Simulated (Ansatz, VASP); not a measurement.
# One calculation of Ga3O2, two programs

File INCAR:

```
SYSTEM = Ga3O2
PREC = Accurate ; ENCUT = 520
EDIFF = 1E-6 ; ISMEAR = 0
SIGMA = 0.1 ; LREAL = .FALSE.
LASPH = .TRUE. ; NELM = 100
ALGO = Normal ; ISIF = 2
LWAVE = .FALSE. ; LCHARG = .TRUE.
GGA = PE ; LELF = .TRUE.
LVHAR = .TRUE. ; NBANDS = 34
```

File KPOINTS:

```
Automatic mesh
0
G
  6 6 4
  0 0 0
```

POSCAR

```
Ga3O2
1.0
    3.6646430208      0.0000000000      0.0000000000
   -1.8323215104      3.1736739518      0.0000000000
    0.0000000000      0.0000000000      5.7015892683
Ga O
3 2
Direct
    0.0000000000      0.0000000000      0.0000000000
    0.3333333333      0.6666666667      0.6450000000
    0.6666666667      0.3333333333      0.3550000000
    0.3333333333      0.6666666667      0.2450000000
    0.6666666667      0.3333333333      0.7550000000
```

Input for Ansatz:

```yaml
crystal:
  lattice:
    - [3.6646430208, 0.0, 0.0]
    - [-1.8323215104, 3.1736739518, 0.0]
    - [0.0, 0.0, 5.7015892683]
  atoms:
    - { symbol: Ga, position: [0.0, 0.0, 0.0] }
    - { symbol: Ga, position: [0.3333333333, 0.6666666667, 0.645] }
    - { symbol: Ga, position: [0.6666666667, 0.3333333333, 0.355] }
    - { symbol: O, position: [0.3333333333, 0.6666666667, 0.245] }
    - { symbol: O, position: [0.6666666667, 0.3333333333, 0.755] }
basis:
  ecutwfc: 420
kpoints:
  mp_grid: { grid: [6, 6, 4] }
hamiltonian:
  xc: pbe
scf:
  occupations: { method: gaussian, width: 0.1 }
  lower_state_search: "off"
output:
  forces: true
  stress: true
  eigenvalues: true
```

Alike in both runs: task single point; functional PBE; k mesh 6 × 6 × 4; occupations gaussian, width 0.1 eV; no spin polarisation.

|  | VASP | Ansatz |
| --- | --- | --- |
| version | VASP 6.6.1 | Ansatz 0.2.0 |
| potentials or method | VASP PAW PBE potentials, release 64 (Ga_d, O), cutoff 520 eV | scalar-relativistic, plane waves, PAW |
| valence electrons in the cell | 51 | 51 |

VASP gave:

| Quantity | Value |
| --- | --- |
| gap on the k mesh at the Fermi level (eV) | none |
| pressure (GPa) | 14.6 |
| traceless stress, the component that is largest in VASP (GPa) | 2.96 |
| rms of the force components (eV/Å) | 0.395 |

What did Ansatz give for the same quantities?

gap on the k mesh at the Fermi level (eV): none; pressure (GPa): 14.2; traceless stress, the component that is largest in VASP (GPa): 2.99; rms of the force components (eV/Å): 0.393.

Atom by atom the forces differ by 0.014 eV/Å (rms over components). A gap of «none» marks a metal or a gap that the smearing closes. The functional is the same, so the differences come from potentials, cutoffs and numerics.
